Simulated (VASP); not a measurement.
Input of a VASP 6.6.1 run:

POSCAR

```
Pt
1.0
    2.6041501060      0.0000000000      0.0000000000
    0.0000000000      2.6041501060      0.0000000000
    0.0000000000      0.0000000000      2.6041501060
Pt
1
Direct
    0.0000000000      0.0000000000      0.0000000000
```

The input INCAR.step1:

```
ALGO = Normal ; EDIFF = 1E-5
ENCUT = 550 ; GGA = PE
GGA_COMPAT = F ; ISMEAR = -1
LASPH = T ; LCHARG = F
LREAL = F ; LWAVE = T
NBANDS = 11 ; NELM = 120
PREC = Accurate ; SIGMA = 0.1
```

The input INCAR.step2:

```
ALGO = Normal ; EDIFF = 1E-6
ENCUT = 550 ; GGA_COMPAT = F
ISIF = 2 ; ISMEAR = -1
ISTART = 1 ; LASPH = T
LCHARG = F ; LMIXTAU = T
LREAL = F ; LWAVE = F
METAGGA = R2SCAN ; NBANDS = 11
NELM = 120 ; PREC = Accurate
SIGMA = 0.1
```

The input KPOINTS:

```
k-points
0
Gamma
  12 12 12
```

Potentials or basis: VASP PAW PBE potentials, release 64 (Pt).

Run with:

```bash
$ cat potpaw_PBE.64/Pt/POTCAR > POTCAR
$ cp INCAR.step1 INCAR
$ mpirun -np 1 vasp_std > vasp.out
$ cp INCAR.step2 INCAR
$ mpirun -np 1 vasp_std > vasp.out
```

(1) Estimate the band gap on the k mesh.

(2) Estimate the pressure.

Results:

(1) zero (bands 5 and 6 overlap by 3.29 eV).

(2) 0.5 GPa.

Caveat: the PAW data sets were made with another functional, which shifts forces and pressure a little; spin-orbit coupling is left out, which moves the levels of the heavy elements.
